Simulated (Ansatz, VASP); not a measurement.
**Li: VASP beside Ansatz**

The input POSCAR:

```
Li
1.0
    0.0000000000      2.9332963867      2.9332963867
    2.9332963867      0.0000000000      2.9332963867
    2.9332963867      2.9332963867      0.0000000000
Li
2
Direct
   -0.2825000000     -0.0725000000     -0.0725000000
    0.2825000000      0.0725000000      0.0725000000
```

INCAR.step1

```
SYSTEM = Li
ALGO = Normal
EDIFF = 1E-4
ENCUT = 520
GGA = PE
ISMEAR = -1
LASPH = .TRUE.
LCHARG = .FALSE.
LREAL = .FALSE.
LWAVE = .TRUE.
NBANDS = 10
NELM = 80
PREC = Accurate
SIGMA = 0.05
```

The input INCAR.step2:

```
SYSTEM = Li
ALGO = Normal
EDIFF = 1E-6
ENCUT = 520
ISIF = 2
ISMEAR = -1
ISTART = 1
LASPH = .TRUE.
LCHARG = .FALSE.
LMIXTAU = .TRUE.
LREAL = .FALSE.
LWAVE = .FALSE.
METAGGA = R2SCAN
NBANDS = 10
NELM = 80
PREC = Accurate
SIGMA = 0.05
```

Contents of KPOINTS:

```
k-points
0
G
  9 9 9
  0 0 0
```

Input for Ansatz:

```yaml
crystal:
  lattice:
    - [0.0, 2.9332963867, 2.9332963867]
    - [2.9332963867, 0.0, 2.9332963867]
    - [2.9332963867, 2.9332963867, 0.0]
  atoms:
    - { symbol: Li, position: [-0.2825, -0.0725, -0.0725] }
    - { symbol: Li, position: [0.2825, 0.0725, 0.0725] }
kpoints:
  mp_grid: { grid: [9, 9, 9] }
scf:
  occupations: { method: fermi_dirac, width: 0.05 }
  mixing: { algorithm: msr1, beta: 0.3 }
hamiltonian:
  xc: r2scan
  pseudopotentials: { kind: paw, partial_waves: polarizable }
output:
  forces: true
  stress: true
  eigenvalues: true
```

Alike in both runs: task single point; functional r2SCAN; k mesh 9 × 9 × 9; occupations fermi-dirac, width 0.05 eV; no spin polarisation.

|  | VASP | Ansatz |
| --- | --- | --- |
| version | VASP 6.6.1 | Ansatz 0.2.0 |
| potentials or method | VASP PAW PBE potentials, release 64 (Li_sv) | PAW with Ansatz's default frozen-core files, scalar-relativistic |
| plane-wave cutoff (eV) | 520 | 500 |
| valence electrons in the cell | 6 | 6 |

```tsv
	VASP	Ansatz	Ansatz less VASP
gap on the k mesh at the Fermi level (eV)	none	none	-
rms of the force components (eV/Å)	2.454	2.614	+0.1599
```

VASP's potentials were made for PBE, not for r2SCAN. Atom by atom the forces differ by 0.160 eV/Å (rms over components). A gap of «none» marks a metal or a gap that the smearing closes. With one functional, cell and mesh, what is left measures potentials, basis and numerics.

Noted on VASP's run: the cutoff is short for stress, so the pressure is rough.
